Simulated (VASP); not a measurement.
Runs of VASP 6.6.1 on WC. The structure is that of space group Fm-3m (No. 225), or close to it. The cells are those of the table. 

```csv
task,level,potentials or basis,cell,k mesh for the DOS,occupations for the DOS,gap on the mesh (eV),pressure (GPa)
single point,PBEsol,"VASP PAW PBE potentials, release 64 (W_sv, C)","a = 3.059 Å, angles 60.0°, 2 atoms",-,-,none,6.2
single point,RPBE,"VASP PAW PBE potentials, release 64 (W_sv, C)","a = 3.101 Å, angles 60.0°, 2 atoms",-,-,none,3.6
single point,PBEsol,"VASP PAW PBE potentials, release 64 (W_sv, C)","a = 3.080 Å, angles 60.0°, 2 atoms",-,-,none,(a)
single point,revPBE,"VASP PAW PBE potentials, release 64 (W_sv, C)","a = 3.101 Å, angles 60.0°, 2 atoms",-,-,none,2.5
```

Alike in all rows: no spin polarisation; k mesh 10 × 10 × 10; cutoff (eV) 520; smearing fermi-dirac 0.05 eV.

Task: Fill in the values left out.

Result: (a) -1.9.

Caveats: the PAW data sets were made with another functional, which shifts forces and pressure a little; spin-orbit coupling is left out, which moves the levels of the heavy elements.

A k mesh can miss the band edges, and the runs leave out spin-orbit coupling on W.

A gap of «none» marks levels without a gap at the run's occupations.
